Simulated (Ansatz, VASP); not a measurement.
# HgTe: VASP beside Ansatz

```
Hg Te
1.0
    -2.79928    2.79928    1.67450
     2.79928   -2.79928    1.67450
     2.79928    2.79928   -1.67450
Hg Te
1 1
Direct
  0.25000 0.75000 0.50000
  0.00000 0.00000 0.00000
```

Alike in both runs: functional LDA; k mesh 6 × 6 × 6; occupations fermi-dirac, width 0.05 eV; no spin polarisation.

Ansatz relaxed the structure, and its values are those at the end. VASP's run is a single point on that final structure, the one shown.

|  | VASP | Ansatz |
| --- | --- | --- |
| version | VASP 6.6.1 | Ansatz 0.2.0 |
| potentials or method | VASP PAW LDA potentials, release 64 (Hg, Te) | plane waves, PAW |
| plane-wave cutoff (eV) | 520 | 420 |
| valence electrons in the cell | 18 | 36 |

Ansatz gave:

```
pressure (GPa) : 0.0
```

**Question.** Which values does VASP return?

**Answer.** Pressure (GPa): 0.3.

LDA's correlation is that of Perdew and Zunger in VASP and of Perdew and Wang (1992) in Ansatz. VASP's potentials hold 18 valence electrons a cell and Ansatz's 36, so a difference there can come from the potentials and not from the codes.

The k mesh is coarse, so the values compare programs but aren't converged. Neither program's run includes spin-orbit coupling.
